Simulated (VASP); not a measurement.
Here is a VASP 6.6.1 calculation.

The input POSCAR:

```
TiAl3
1.0
   -1.9120816148      1.9120816148      4.2815407380
    1.9120816148     -1.9120816148      4.2815407380
    1.9120816148      1.9120816148     -4.2815407380
Ti Al
1 3
Direct
    0.0000000000      0.0000000000      0.0000000000
    0.5000000000      0.5000000000      0.0000000000
    0.7500000000      0.2500000000      0.5000000000
    0.2500000000      0.7500000000      0.5000000000
```

The input INCAR.step1:

```
SYSTEM = TiAl3
ALGO = Normal
EDIFF = 1E-5
ENCUT = 550
GGA = PE
GGA_COMPAT = .False.
ISMEAR = 0
LASPH = .True.
LCHARG = .False.
LREAL = .False.
LWAVE = .True.
NBANDS = 18
NELM = 120
PREC = Accurate
SIGMA = 0.1
```

Contents of INCAR.step2:

```
SYSTEM = TiAl3
ALGO = Normal
EDIFF = 1E-6
ENCUT = 550
GGA_COMPAT = .False.
ISIF = 2
ISMEAR = 0
ISTART = 1
LASPH = .True.
LCHARG = .False.
LMIXTAU = .True.
LREAL = .False.
LWAVE = .False.
METAGGA = R2SCAN
NBANDS = 18
NELM = 120
PREC = Accurate
SIGMA = 0.1
```

Contents of KPOINTS:

```
k-points
0
Gamma
  18 18 18
  0 0 0
```

Potentials or basis: VASP PAW PBE potentials, release 64 (Ti_sv, Al).

Command:

```sh
$ cat potpaw_PBE.64/Ti_sv/POTCAR potpaw_PBE.64/Al/POTCAR > POTCAR
$ cp INCAR.step1 INCAR
$ mpirun -np 1 vasp_std > vasp.out
$ cp INCAR.step2 INCAR
$ mpirun -np 1 vasp_std > vasp.out
```

What does it give for the pressure?

-0.1 GPa.

Predict the band gap on the k mesh.

zero (an odd number of electrons rules out a gap without spin polarisation).

Caveat: the PAW data sets were made with another functional, which shifts forces and pressure a little.
